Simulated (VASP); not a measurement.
# NaF (Fm-3m) in VASP: a series of runs

The runs below take NaF through relaxation of cell and atoms, with PBEsol.

Program: VASP 6.6.1. These are calculated values, not measurements. Logs are shortened: lines on timing, memory, paths and dates and some standing lists are left out, and cuts for length are marked.

**1. The cell of the first run**

Symmetry: Fm-3m, No. 225, cubic system. Conventional cell: a = 4.630 Å, b = 4.630 Å, c = 4.630 Å, α = 90.00°, β = 90.00°, γ = 90.00°. Na (site symmetry m-3m) has 6 F at 2.32 Å within 3.1 Å. Within 3.1 Å of F (site symmetry m-3m) lie 6 Na at 2.32 Å.

**2. Relaxation of cell and atoms, PBEsol, target pressure 4 GPa, at which the enthalpy is minimised**

INCAR

```
SYSTEM = NaF
  PREC = Accurate
  ENCUT = 600
  EDIFF = 1E-6
  ISMEAR = 0
  SIGMA = 0.01
  LREAL = .FALSE.
  LASPH = .TRUE.
  NELM = 80
  ALGO = Normal
  ISIF = 3
  LWAVE = .FALSE.
  LCHARG = .FALSE.
  GGA = PS
  IBRION = 2
  NSW = 100
  EDIFFG = -0.002
  PSTRESS = 40.0
```

KPOINTS

```
Automatic mesh
0
G
  8 8 8
  0 0 0
```

POSCAR

```
NaF
1.0
    2.3150961496      2.3150961496      0.0000000000
   -2.3150961496      2.3150961496      0.0000000000
    0.0000000000      2.3150961496      2.3150961496
Na F
1 1
Direct
    0.0000000000      0.0000000000      0.0000000000
    0.5000000000      0.5000000000      0.0000000000
```

Potentials or basis: VASP PAW PBE potentials, release 64 (Na_pv, F).

On the command line:

```bash
cat potpaw_PBE.64/Na_pv/POTCAR potpaw_PBE.64/F/POTCAR > POTCAR
mpirun -np 1 vasp_std > vasp.out
```

OUTCAR:

```text
SYSTEM = NaF
   PREC = Accurate
   ENCUT = 600
   EDIFF = 1E-6
   ISMEAR = 0
   LREAL = .FALSE.
   LASPH = .TRUE.
   NELM = 80
   ISIF = 3
   GGA = PS
   IBRION = 2
   NSW = 100
   EDIFFG = -0.002
   PSTRESS = 40.0

 ion  position               nearest neighbor table
   1  0.000  0.000  0.000-   2 2.32   2 2.32   2 2.32   2 2.32   2 2.32   2 2.32
   2  0.500  0.500  0.000-   1 2.32   1 2.32   1 2.32   1 2.32   1 2.32   1 2.32

  LATTYP: Found a face centered cubic cell.
 ALAT       =     4.6301922992

  Lattice vectors:

 A1 = (   0.0000000000,   2.3150961496,   2.3150961496)
 A2 = (   2.3150961496,   0.0000000000,   2.3150961496)
 A3 = (   2.3150961496,   2.3150961496,   0.0000000000)

Analysis of symmetry for initial positions (statically):
=====================================================================
 Subroutine PRICEL returns:
 Original cell was already a primitive cell.

 Routine SETGRP: Setting up the symmetry group for a
 face centered cubic supercell.

 Subroutine GETGRP returns: Found 48 space group operations
 (whereof 48 operations were pure point group operations)
 out of a pool of 48 trial point group operations.

The static configuration has the point symmetry O_h .

Analysis of symmetry for dynamics (positions and initial velocities):
=====================================================================
 Subroutine PRICEL returns:
 Original cell was already a primitive cell.

 Routine SETGRP: Setting up the symmetry group for a
 face centered cubic supercell.

 Subroutine GETGRP returns: Found 48 space group operations
 (whereof 48 operations were pure point group operations)
 out of a pool of 48 trial point group operations.

The dynamic configuration has the point symmetry O_h .

 Subroutine INISYM returns: Found 48 space group operations
 (whereof 48 operations are pure point group operations),
 and found     1 'primitive' translations

----------------------------------------------------------------------------------------

                                     Primitive cell

  volume of cell :      24.8163

  direct lattice vectors                    reciprocal lattice vectors
     2.315096150  2.315096150  0.000000000     0.215973751  0.215973751 -0.215973751
    -2.315096150  2.315096150  0.000000000    -0.215973751  0.215973751 -0.215973751
     0.000000000  2.315096150  2.315096150     0.000000000  0.000000000  0.431947503

  length of vectors
     3.274040373  3.274040373  3.274040373     0.374077510  0.374077510  0.431947503

  position of ions in fractional coordinates (direct lattice)
     0.000000000  0.000000000  0.000000000
     0.500000000  0.500000000  0.000000000

  ion indices of the primitive-cell ions
   primitive index   ion index
                 1           1
                 2           2

----------------------------------------------------------------------------------------

 KPOINTS: Automatic mesh

Automatic generation of k-mesh.
 Grid dimensions read from file:
 generate k-points for:    8    8    8

 Generating k-lattice:

  Cartesian coordinates                     Fractional coordinates (reciprocal lattice)
     0.026996719  0.026996719 -0.026996719     0.125000000  0.000000000  0.000000000
    -0.026996719  0.026996719 -0.026996719     0.000000000  0.125000000  0.000000000
     0.000000000  0.000000000  0.053993438     0.000000000  0.000000000  0.125000000

  Length of vectors
     0.046759689  0.046759689  0.053993438

  Shift w.r.t. Gamma in fractional coordinates (k-lattice)
     0.000000000  0.000000000  0.000000000

 Subroutine IBZKPT returns following result:
 ===========================================

 Found     29 irreducible k-points:

 Following reciprocal coordinates:
            Coordinates               Weight
  0.000000  0.000000  0.000000      1.000000
  0.125000  0.000000  0.000000      8.000000
  0.250000  0.000000  0.000000      8.000000
  0.375000  0.000000  0.000000      8.000000
  0.500000  0.000000  0.000000      4.000000
  0.125000  0.125000  0.000000     12.000000
[... 16 lines left out ...]
  0.375000  0.250000  0.125000     48.000000
  0.500000  0.250000  0.125000     24.000000
 [... further k-points ...]
   k-points           NKPTS =     29   k-points in BZ     NKDIM =     29   number of bands    NBANDS=     11
   number of dos      NEDOS =    301   number of ions     NIONS =      2
   total plane-waves  NPLWV =  21952
   dimension x,y,z NGX =    28 NGY =   28 NGZ =   28
   dimension x,y,z NGXF=    56 NGYF=   56 NGZF=   56
   ions per type =               1   1
   NGX,Y,Z   is equivalent  to a cutoff of  14.22, 14.22, 14.22 a.u.
   NGXF,Y,Z  is equivalent  to a cutoff of  28.44, 28.44, 28.44 a.u.
 SYSTEM =  NaF
   PREC   = accura    normal or accurate (medium, high low for compatibility)
   ISTART =      0    job   : 0-new  1-cont  2-samecut
   ICHARG =      2    charge: 1-file 2-atom 10-const
   ISPIN  =      1    spin polarized calculation?
   LNONCOLLINEAR =      F non collinear calculations
   LSORBIT =      F    spin-orbit coupling
   LASPH  =      T    aspherical Exc in radial PAW
   ENCUT  =  600.0 eV  44.10 Ry    6.64 a.u.   6.54  6.54  6.54*2*pi/ulx,y,z
   NELM   =     80;   NELMIN=  2; NELMDL= -5     # of ELM steps
   EDIFF  = 0.1E-05   stopping-criterion for ELM
   LREAL  =      F    real-space projection
   EDIFFG = -.2E-02   stopping-criterion for IOM
   NSW    =    100    number of steps for IOM
   IBRION =      2    ionic relax: 0-MD 1-quasi-New 2-CG
   NFREE  =      1    steps in history (QN), initial steepest desc. (CG)
   ISIF   =      3    stress and relaxation
   ISYM   =      2    0-nonsym 1-usesym 2-fastsym
   POTIM  = 0.5000    time-step for ionic-motion
   TEBEG  =    0.0;   TEEND  =   0.0 temperature during run
   PSTRESS=   40.0 pullay stress
   NELECT =      14.0000    total number of electrons
   NUPDOWN=      -1.0000    fix difference up-down
   EMIN   =  10.00;   EMAX   =-10.00  energy-range for DOS
   EFERMI =   0.00;   METHOD = LEGACY
   ISMEAR =     0;   SIGMA  =   0.01  broadening in eV -4-tet -1-fermi 0-gaus
   EFERMI_NEDOS =   21; number of points for ismear=-14 and -15
   IALGO  =     38    algorithm
   IMIX   =      4    mixing-type and parameters
     AMIX     =   0.40;   BMIX     =  1.00
     AMIX_MAG =   1.60;   BMIX_MAG =  1.00
  volume/ion in A,a.u.               =      12.41        83.73
  Fermi-wavevector in a.u.,A,eV,Ry     =   1.352711  2.556254 24.896323  1.829828
  Thomas-Fermi vector in A             =   2.480027
   LORBIT       =      0    0 simple, 1 ext, 2 COOP (PROOUT), +10 PAW based schemes
   GGA     = PS    functional components
   LHFCALC =     F    Hartree Fock is set to
   AEXX    =    0.0000 exact exchange contribution
   IVDW    =     0    specifies the selected vdW correction
   LEPSILON=     F    determine dielectric tensor
   LRPA    =     F    only Hartree local field effects (RPA)
 conjugate gradient relaxation of ions
 non-spin polarized calculation
 Gauss-broadening in eV      SIGMA  =   0.01
  energy-cutoff  :      600.00
  volume of cell :       24.82
 maximum number of plane-waves:       869
 NGX is ok and might be reduce to    28
   NGX = 13   NGY = 13   NGZ = 13

--------------------------------------- Ionic step        1  -------------------------------------------

 number of electron      14.0000006 magnetization

 Free energy of the ion-electron system (eV)
  ---------------------------------------------------
  ext. energy  EPLUGINS =         0.00000000
  ---------------------------------------------------
  free energy    TOTEN  =        -8.77056306 eV

  energy without entropy =       -8.77056306  energy(sigma->0) =       -8.77056306

 E-fermi :  -2.1219     XC(G=0):  -9.3462

 val. band max:       -2.1683865761   @ k =   0.0000   0.0000   0.0000
 cond. band min:       4.0066407856   @ k =   0.0000   0.0000   0.0000
 fundamental gap:      6.1750273617
 Fermi energy:        -2.1219237690

 k-point     1 :       0.0000    0.0000    0.0000
  band No.  band energies     occupation
      1     -21.2300      2.00000
      2     -20.9286      2.00000
      3     -20.9286      2.00000
      4     -20.9286      2.00000
      5      -2.1684      2.00000
      6      -2.1684      2.00000
      7      -2.1684      2.00000
      8       4.0066      0.00000
      9      16.6939      0.00000
     10      16.6940      0.00000
     11      16.6940      0.00000
[... 427 lines left out ...]
  FREE ENERGIE OF THE ION-ELECTRON SYSTEM (eV)
  ---------------------------------------------------
  free  energy   TOTEN  =        -8.7549462374 eV

  energy  without entropy=       -8.7549462374  energy(sigma->0) =       -8.75494624

  enthalpy is  TOTEN    =        -8.1746973910 eV   P V=        0.5802488464

[... ionic steps 4 to 13 ...]

--------------------------------------- Ionic step       14  -------------------------------------------

 number of electron      13.9999998 magnetization

------------------------ aborting loop because EDIFF is reached ----------------------------------------

  FORCE on cell =-STRESS in cart. coord.  units (eV):
  Direction    XX          YY          ZZ          XY          YZ          ZX
  --------------------------------------------------------------------------------------
  -------------------------------------------------------------------------------------
  Total        0.5870259      0.5870259      0.5870259      0.0000000     -0.0000000      0.0000000
  in kB       40.7459724     40.7459724     40.7459724      0.0000000     -0.0000000      0.0000000
  external PRESSURE =       0.7459724 kB  Pullay stress =      40.0000000 kB
[... 61 lines left out ...]
  enthalpy is  TOTEN    =        -8.1749222184 eV   P V=        0.5765223259

--------------------------------------- Ionic step       16  -------------------------------------------

 number of electron      13.9999998 magnetization

 Free energy of the ion-electron system (eV)
  ---------------------------------------------------
  ext. energy  EPLUGINS =         0.00000000
  ---------------------------------------------------
  free energy    TOTEN  =        -8.75132311 eV

  energy without entropy =       -8.75132311  energy(sigma->0) =       -8.75132311

 E-fermi :  -1.7783     XC(G=0):  -9.7131

 val. band max:       -1.8416887102   @ k =   0.0000   0.0000   0.0000
 cond. band min:       4.7283920620   @ k =   0.0000   0.0000   0.0000
 fundamental gap:      6.5700807722
 Fermi energy:        -1.7782944641

 k-point     1 :       0.0000    0.0000    0.0000
  band No.  band energies     occupation
      1     -21.0342      2.00000
      2     -20.3928      2.00000
      3     -20.3928      2.00000
      4     -20.3928      2.00000
      5      -1.8417      2.00000
      6      -1.8417      2.00000
      7      -1.8417      2.00000
      8       4.7284      0.00000
      9      17.5264      0.00000
     10      17.5264      0.00000
     11      17.5264      0.00000
[... 351 lines left out ...]
  FREE ENERGIE OF THE ION-ELECTRON SYSTEM (eV)
  ---------------------------------------------------
  free  energy   TOTEN  =        -8.7513231109 eV

  energy  without entropy=       -8.7513231109  energy(sigma->0) =       -8.75132311

  enthalpy is  TOTEN    =        -8.1749225934 eV   P V=        0.5764005176

 reached required accuracy - stopping structural energy minimisation
```

Wall time 38 s (1 thread of Intel Xeon 6975P-C (Granite Rapids), shared host); peak memory 0.15 GiB.

What came out:

```
Free energy                                                : -8.7513 eV
Relaxed volume                                             : 11.54 Å³/atom
Relaxed cell                                               : a = 3.196 Å, b = 3.196 Å, c = 3.196 Å, α = 60.00°, β = 60.00°, γ = 90.00°
Space group after relaxing (to 0.1 Å)                      : Fm-3m (No. 225)
Energy change on relaxing (the run minimises the enthalpy) : +9.6 meV/atom
Ionic steps                                                : 16
Pressure after relaxing                                    : 4.0 GPa
Band gap on the k mesh                                     : 6.57 eV
```

The path:
| step | energy change (eV) | largest force (eV/Å) | pressure (GPa) | volume (Å³) |
| --- | --- | --- | --- | --- |
| 1 | 0.0000 | 0.0000 | -0.19 | 24.82 |
| 2 | 0.0077 | 0.0000 | 2.56 | 23.67 |
| 3 | 0.0156 | 0.0000 | 3.61 | 23.24 |
| 4 | 0.0192 | 0.0000 | 4.05 | 23.09 |
| 5 | 0.0184 | 0.0000 | 3.83 | 23.12 |
| 6 | 0.0184 | 0.0000 | 3.86 | 23.12 |
| 7 | 0.0186 | 0.0000 | 3.91 | 23.11 |
| 8 | 0.0186 | 0.0000 | 3.91 | 23.11 |
| 9 | 0.0186 | 0.0000 | 3.90 | 23.11 |
| 10 | 0.0186 | 0.0000 | 3.90 | 23.11 |
| 11 | 0.0187 | 0.0000 | 3.92 | 23.11 |
| 12 | 0.0188 | 0.0000 | 3.93 | 23.11 |
| 13 | 0.0190 | 0.0000 | 3.95 | 23.10 |
| 14 | 0.0194 | 0.0000 | 4.07 | 23.08 |
| 15 | 0.0191 | 0.0000 | 3.96 | 23.09 |
| 16 | 0.0192 | 0.0000 | 3.98 | 23.09 |

Final structure:
```cif
data_structure
_symmetry_space_group_name_H-M 'P 1'
_symmetry_Int_Tables_number 1
_cell_length_a 3.1962
_cell_length_b 3.1962
_cell_length_c 3.1962
_cell_angle_alpha 60.000
_cell_angle_beta 60.000
_cell_angle_gamma 90.000
_cell_volume 23.09
loop_
_atom_site_label
_atom_site_type_symbol
_atom_site_fract_x
_atom_site_fract_y
_atom_site_fract_z
_atom_site_occupancy
Na1 Na 0.00000 0.00000 0.00000 1
F1 F 0.50000 0.50000 0.00000 1
```

Levels at points of the mesh, in eV from the valence-band top:
```tsv
k point	band 5	band 6	band 7	band 8	band 9	band 10
(0.00, 0.00, 0.00)	0.00	0.00	0.00	6.57	19.37	19.37
(0.50, 0.00, 0.00)	-1.79	-0.30	-0.30	11.06	12.97	20.79
(0.50, 0.50, 0.00)	-1.42	-0.45	-0.45	13.34	13.60	14.28
```

Caveat: the cell is relaxed towards a set pressure, so the run minimises the enthalpy, not the energy; the PAW data sets were made with another functional, which shifts forces and pressure a little.

**3. Relaxation of cell and atoms, PBEsol, target pressure 7 GPa, at which the enthalpy is minimised**

INCAR

```
SYSTEM = NaF
PREC = Accurate ; ENCUT = 600
EDIFF = 1E-7 ; ISMEAR = 0
SIGMA = 0.01 ; LREAL = .FALSE.
LASPH = .TRUE. ; NELM = 100
ALGO = Normal ; ISIF = 3
LWAVE = .FALSE. ; LCHARG = .FALSE.
GGA = PS ; IBRION = 2
NSW = 100 ; EDIFFG = -0.002
PSTRESS = 70.0
```

KPOINTS is that of step 2.

POSCAR is that of step 2.

Potentials or basis: VASP PAW PBE potentials, release 64 (Na_pv, F).

On the command line:

```bash
cat potpaw_PBE.64/Na_pv/POTCAR potpaw_PBE.64/F/POTCAR > POTCAR
mpirun -np 1 vasp_std > vasp.out
```

Wall time 30 s (1 thread of Intel Xeon 6975P-C (Granite Rapids), shared host); peak memory 0.15 GiB.

It converged, with:

```yaml
Free_energy: -8.7201 eV
Relaxed_volume: 11.08 Å³/atom
Relaxed_cell: a = 3.153 Å, b = 3.153 Å, c = 3.153 Å, α = 60.00°, β = 60.00°, γ = 90.00°
Space_group_after_relaxing_to_0.1_Å: Fm-3m (No. 225)
Energy_change_on_relaxing_the_run_minimises_the_enthalpy: +25.3 meV/atom
Ionic_steps: 6
Pressure_after_relaxing: 7.0 GPa
Band_gap_on_the_k_mesh: 6.81 eV
```

Step by step:
| step | energy change (eV) | largest force (eV/Å) | pressure (GPa) | volume (Å³) |
| --- | --- | --- | --- | --- |
| 1 | 0.0000 | 0.0000 | -0.12 | 24.82 |
| 2 | 0.0246 | 0.0000 | 4.59 | 22.89 |
| 3 | 0.0484 | 0.0000 | 6.82 | 22.21 |
| 4 | 0.0507 | 0.0000 | 7.04 | 22.16 |
| 5 | 0.0503 | 0.0000 | 6.97 | 22.17 |
| 6 | 0.0505 | 0.0000 | 7.02 | 22.17 |

Final structure:
```yaml
crystal:
  lattice:
    - [2.22957, 2.22957, 0.00000]
    - [-2.22957, 2.22957, 0.00000]
    - [0.00000, 2.22957, 2.22957]
  atoms:
    - { symbol: Na, position: [0.00000, 0.00000, 0.00000] }
    - { symbol: F, position: [0.50000, 0.50000, 0.00000] }
```

Levels at points of the mesh, in eV from the valence-band top:
| k point | band 3 | band 4 | band 5 | band 6 | band 7 | band 8 | band 9 | band 10 | band 11 |
| --- | --- | --- | --- | --- | --- | --- | --- | --- | --- |
| (0.00, 0.00, 0.00) | -18.44 | -18.44 | 0.00 | 0.00 | 0.00 | 6.81 | 19.65 | 19.65 | 19.65 |
| (0.50, 0.00, 0.00) | -18.46 | -17.68 | -1.89 | -0.32 | -0.32 | 11.32 | 13.33 | 21.24 | 21.24 |
| (0.50, 0.50, 0.00) | -18.52 | -18.52 | -1.48 | -0.47 | -0.47 | 13.46 | 13.95 | 14.70 | 21.18 |

Caveat: the cell is relaxed towards a set pressure, so the run minimises the enthalpy, not the energy; the PAW data sets were made with another functional, which shifts forces and pressure a little.

**4. Relaxation of cell and atoms, PBEsol, target pressure 10 GPa, at which the enthalpy is minimised**

INCAR

```
  ALGO = Normal
  EDIFF = 1E-6
  EDIFFG = -0.002
  ENCUT = 600
  GGA = PS
  IBRION = 2
  ISIF = 3
  ISMEAR = 0
  LASPH = T
  LCHARG = F
  LREAL = F
  LWAVE = F
  NELM = 80
  NSW = 100
  PREC = Accurate
  PSTRESS = 100.0
  SIGMA = 0.01
```

KPOINTS

```
k-points
0
Gamma
  8 8 8
```

POSCAR is that of step 3.

On the command line:

```bash
cat potpaw_PBE.64/Na_pv/POTCAR potpaw_PBE.64/F/POTCAR > POTCAR
mpirun -np 1 vasp_std > vasp.out
```

It took 43 s on 1 thread of Intel Xeon 6975P-C (Granite Rapids), shared host; peak memory 0.16 GiB.

Results (log left out):

```
Free energy                                                : -8.6807 eV
Relaxed volume                                             : 10.71 Å³/atom
Relaxed cell                                               : a = 3.117 Å, b = 3.117 Å, c = 3.117 Å, α = 60.00°, β = 60.00°, γ = 90.00°
Space group after relaxing (to 0.1 Å)                      : Fm-3m (No. 225)
Energy change on relaxing (the run minimises the enthalpy) : +44.9 meV/atom
Ionic steps                                                : 18
Pressure after relaxing                                    : 10.0 GPa
Band gap on the k mesh                                     : 7.02 eV
```

The path:
```csv
step,energy change (eV),largest force (eV/Å),pressure (GPa),volume (Å³)
1,0.0000,0.0000,-0.19,24.82
2,0.0540,0.0000,7.22,22.09
3,0.0901,0.0000,10.10,21.42
4,0.0861,0.0000,9.69,21.48
5,0.0862,0.0000,9.69,21.48
6,0.0865,0.0000,9.75,21.47
7,0.0865,0.0000,9.75,21.47
8,0.0866,0.0000,9.75,21.47
9,0.0866,0.0000,9.74,21.47
10,0.0867,0.0000,9.74,21.47
11,0.0868,0.0000,9.77,21.47
12,0.0871,0.0000,9.79,21.47
13,0.0876,0.0000,9.87,21.46
14,0.0886,0.0000,9.92,21.44
15,0.0908,0.0000,10.11,21.40
16,0.0895,0.0000,9.93,21.43
17,0.0902,0.0000,10.06,21.41
18,0.0899,0.0000,9.99,21.42
```

Final structure:
```yaml
crystal:
  lattice:
    - [2.20424, 2.20424, 0.00000]
    - [-2.20424, 2.20424, 0.00000]
    - [0.00000, 2.20424, 2.20424]
  atoms:
    - { symbol: Na, position: [0.00000, 0.00000, 0.00000] }
    - { symbol: F, position: [0.50000, 0.50000, 0.00000] }
```

Levels at points of the mesh, in eV from the valence-band top:
| k point | band 4 | band 5 | band 6 | band 7 | band 8 | band 9 | band 10 | band 11 |
| --- | --- | --- | --- | --- | --- | --- | --- | --- |
| (0.00, 0.00, 0.00) | -18.35 | 0.00 | 0.00 | 0.00 | 7.02 | 19.89 | 19.89 | 19.89 |
| (0.50, 0.00, 0.00) | -17.57 | -1.98 | -0.35 | -0.35 | 11.55 | 13.64 | 21.63 | 21.63 |
| (0.50, 0.50, 0.00) | -18.44 | -1.54 | -0.49 | -0.49 | 13.56 | 14.26 | 15.07 | 21.66 |

Caveat: the cell is relaxed towards a set pressure, so the run minimises the enthalpy, not the energy; the PAW data sets were made with another functional, which shifts forces and pressure a little.

**5. Summary**

```tsv
cell	gap on the mesh (eV)	pressure (GPa)
relaxed to 4 GPa	6.57	4.0
relaxed to 7 GPa	6.81	7.0
relaxed to 10 GPa	7.02	10.0
```

Alike in all rows: task relaxation of cell and atoms; level PBEsol; potentials or basis VASP PAW PBE potentials, release 64 (Na_pv, F); no spin polarisation; k mesh 8 × 8 × 8; cutoff (eV) 600; smearing gaussian 0.01 eV.

Caveats: the cell is relaxed towards a set pressure, so the run minimises the enthalpy, not the energy; the PAW data sets were made with another functional, which shifts forces and pressure a little.

Absolute energies hang on the potentials; compare differences alone.
